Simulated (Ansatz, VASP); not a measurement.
# Ru2C in VASP and in Ansatz

```xyz
6
Lattice="0.0000 3.4220 3.4220 3.4220 0.0000 3.4220 3.4220 3.4220 0.0000" Properties=species:S:1:pos:R:3 pbc="T T T"
Ru    4.2775    4.2775    4.2775
Ru    4.2775    2.5665    2.5665
Ru    2.5665    2.5665    4.2775
Ru    2.5665    4.2775    2.5665
C     0.0000    0.0000    0.0000
C     1.7110    1.7110    1.7110
```

Change from the starting cell: species swapped into the TmCo2 type (Fd-3m, No. 227).

Alike in both runs: task single point; functional PBE; k mesh 4 × 4 × 4; occupations gaussian, width 0.1 eV; no spin polarisation.

|  | VASP | Ansatz |
| --- | --- | --- |
| version | VASP 6.6.1 | Ansatz 0.2.0 |
| potentials or method | VASP PAW PBE potentials, release 64 (Ru_pv, C), cutoff 520 eV | scalar-relativistic, plane waves, PAW |
| valence electrons in the cell | 64 | 72 |

```csv
,VASP,Ansatz,Ansatz less VASP
gap on the k mesh at the Fermi level (eV),none,none,-
pressure (GPa),13.7,13.4,-0.30
```

A gap of «none» marks a metal or a gap that the smearing closes. VASP's potentials hold 64 valence electrons a cell and Ansatz's 72, so a difference there can come from the potentials and not from the codes.

The k mesh is coarse, so the values compare programs but aren't converged.
